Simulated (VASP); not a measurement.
Input of a VASP 6.6.1 run:

The input INCAR:

```
SYSTEM = SnSe2
ALGO = Normal ; EDIFF = 1E-7
ENCUT = 520 ; GGA = PE
ISIF = 2 ; ISMEAR = 0
LASPH = .True. ; LCHARG = .False.
LREAL = .False. ; LWAVE = .False.
NBANDS = 20 ; NELM = 80
PREC = Accurate ; SIGMA = 0.05
```

KPOINTS

```
k-points
0
Gamma
  6 6 6
  0 0 0
```

POSCAR

```
SnSe2
1.0
    1.8950116506      1.0940854866      6.0269119705
   -1.8950116506      1.0940854866      6.0269119705
    0.0000000000     -2.1881709732      6.0269119705
Sn Se
1 2
Direct
   -0.0002292479     -0.0002292479     -0.0002292479
    0.4278747020      0.4278747020      0.4278747020
    0.2390212128      0.2390212128      0.2390212128
```

Potentials or basis: VASP PAW PBE potentials, release 64 (Sn_d, Se).

Run with:

```console
$ cat potpaw_PBE.64/Sn_d/POTCAR potpaw_PBE.64/Se/POTCAR > POTCAR
$ mpirun -np 1 vasp_std > vasp.out
```

Question: Predict the band gap on the k mesh.

Answer: Zero (bands 13 and 14 overlap by 0.68 eV).

Question: Estimate the pressure.

Answer: 2.8 GPa.

Question: What does it give for the largest force?

Answer: 0.324 eV/Å.

Forces in eV/Å, atoms in the order of the input:
```
Sn   0.000  0.000 -0.006
Se   0.000  0.000  0.324
Se   0.000  0.000 -0.318
```

Caveat: semilocal functionals underestimate gaps, so a narrow gap can read as zero; spin-orbit coupling is left out, which moves the levels of the heavy elements.
